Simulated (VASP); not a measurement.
The system is HgTe (Coloradoite).

```xyz
2
Lattice="0.0000 3.2145 3.2145 3.2145 0.0000 3.2145 3.2145 3.2145 0.0000" Properties=species:S:1:pos:R:3 pbc="T T T"
Hg    0.0000    0.0000    0.0000
Te    4.8217    4.8217    4.8217
```

```yaml
Program: VASP 6.6.1
Task: relaxation of cell and atoms
Functional: PBE
Dispersion: D4
Potentials_or_basis: VASP PAW PBE potentials, release 64 (Hg, Te)
Cutoff: 600 eV
k_mesh: 7 × 7 × 7
Occupations: fermi-dirac, width 0.05 eV
Spin: no spin polarisation
```

At the start: pressure 2.6 GPa; volume 33.22 Å³/atom.

Problem. How do energy, volume and symmetry change on relaxing?

Solution. Over 3 steps the energy falls by 14.2 meV/atom and the volume is 35.09 Å³/atom (+5.6 %); space group F-43m (No. 216, to 0.05 Å).

Step by step:
| step | energy change (eV) | largest force (eV/Å) | pressure (GPa) | volume (Å³) |
| --- | --- | --- | --- | --- |
| 1 | 0.0000 | 0.0000 | 2.56 | 66.43 |
| 2 | -0.0246 | 0.0000 | -0.79 | 71.66 |
| 3 | -0.0283 | 0.0000 | 0.01 | 70.18 |

Final structure:
```
Hg Te
1.0
     0.00000    3.27382    3.27382
     3.27382    0.00000    3.27382
     3.27382    3.27382    0.00000
Hg Te
1 1
Direct
  0.00000 0.00000 0.00000
  0.75000 0.75000 0.75000
```

Caveat: pairwise dispersion overbinds metals, which lowers pressure and volume.
